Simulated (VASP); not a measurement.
A run of VASP 6.6.1 is set up as follows.

INCAR

```
SYSTEM = Sr
PREC     = Accurate       ! precision mode
ENCUT    = 520            ! plane-wave cutoff, eV
EDIFF    = 1E-7           ! SCF threshold, eV
ISMEAR   = 0              ! smearing method
SIGMA    = 0.025          ! smearing width, eV
LREAL    = .FALSE.        ! projectors in reciprocal space
LASPH    = .TRUE.         ! aspherical terms in the spheres
NELM     = 80             ! most SCF steps
ALGO     = Normal         ! electronic algorithm
ISIF     = 2              ! what is computed and relaxed
LWAVE    = .FALSE.        ! write WAVECAR
LCHARG   = .FALSE.        ! write CHGCAR
GGA      = PE             ! functional
NBANDS   = 11             ! bands
```

Contents of KPOINTS:

```
Automatic mesh
0
G
  6 6 6
  0 0 0
```

File POSCAR:

```
Sr
1.0
    0.0000000000      3.0423500000      3.0423500000
    3.0423500000      0.0000000000      3.0423500000
    3.0423500000      3.0423500000      0.0000000000
Sr
1
Direct
    0.0000000000      0.0000000000      0.0000000000
```

Potentials or basis: VASP PAW PBE potentials, release 64 (Sr_sv).

Command:

```bash
$ cat potpaw_PBE.64/Sr_sv/POTCAR > POTCAR
$ mpirun -np 1 vasp_std > vasp.out
```

Problem. Estimate the pressure.

Solution. -0.3 GPa.
